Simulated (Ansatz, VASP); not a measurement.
## One calculation of GaP, two programs

Contents of INCAR:

```
SYSTEM = GaP
ALGO = Normal
EDIFF = 1E-6
ENCUT = 520
GGA = CA
ISIF = 2
ISMEAR = 0
LASPH = .True.
LCHARG = .False.
LREAL = .False.
LWAVE = .False.
NBANDS = 26
NELM = 100
PREC = Accurate
SIGMA = 0.05
```

KPOINTS

```
k-points
0
Gamma
  9 9 9
  0 0 0
```

Contents of POSCAR:

```
GaP
1.0
    1.8057189956      1.0425323482      6.7700016582
   -1.8057189956      1.0425323482      6.7700016582
    0.0000000000     -2.0850646963      6.7700016582
Ga P
2 2
Direct
    0.4359784395      0.4359784395      0.4359784395
    0.5640215605      0.5640215605      0.5640215605
    0.0580350955      0.0580350955      0.0580350955
    0.9419649045      0.9419649045      0.9419649045
```

Input for Ansatz:

```yaml
crystal:
  lattice:
    - [1.8057189956, 1.0425323482, 6.7700016582]
    - [-1.8057189956, 1.0425323482, 6.7700016582]
    - [0.0, -2.0850646963, 6.7700016582]
  atoms:
    - { symbol: Ga, position: [0.4359784395, 0.4359784395, 0.4359784395] }
    - { symbol: Ga, position: [0.5640215605, 0.5640215605, 0.5640215605] }
    - { symbol: P, position: [0.0580350955, 0.0580350955, 0.0580350955] }
    - { symbol: P, position: [0.9419649045, 0.9419649045, 0.9419649045] }
basis:
  ecutwfc: 420
kpoints:
  mp_grid: { grid: [9, 9, 9] }
hamiltonian:
  xc: lda
  pseudopotentials: { kind: paw, azcp: { folder: soft_1 } }
scf:
  occupations: { method: gaussian, width: 0.05 }
output:
  forces: true
  stress: true
  eigenvalues: true
```

Alike in both runs: task single point; functional LDA; k mesh 9 × 9 × 9; occupations gaussian, width 0.05 eV; no spin polarisation.

```csv
,VASP,Ansatz
version,VASP 6.6.1,Ansatz 0.2.0
potentials or method,"VASP PAW LDA potentials, release 64 (Ga_d, P), cutoff 520 eV","scalar-relativistic, plane waves, PAW"
valence electrons in the cell,36,36
```

VASP gave:

| Item | Value |
| --- | --- |
| gap on the k mesh at the Fermi level (eV) | none |
| pressure (GPa) | 3.7 |
| traceless stress, the component that is largest in VASP (GPa) | -15.87 |
| rms of the force components (eV/Å) | 0.536 |

Problem. Which values does Ansatz return?

Solution. gap on the k mesh at the Fermi level (eV): none; pressure (GPa): 3.6; traceless stress, the component that is largest in VASP (GPa): -15.80; rms of the force components (eV/Å): 0.526.

Ansatz warns that its potentials were made for another functional, while VASP's fit it. LDA's correlation is that of Perdew and Zunger in VASP and of Perdew and Wang (1992) in Ansatz. Atom by atom the forces differ by 0.011 eV/Å (rms over components). A gap of «none» marks a metal or a gap that the smearing closes.
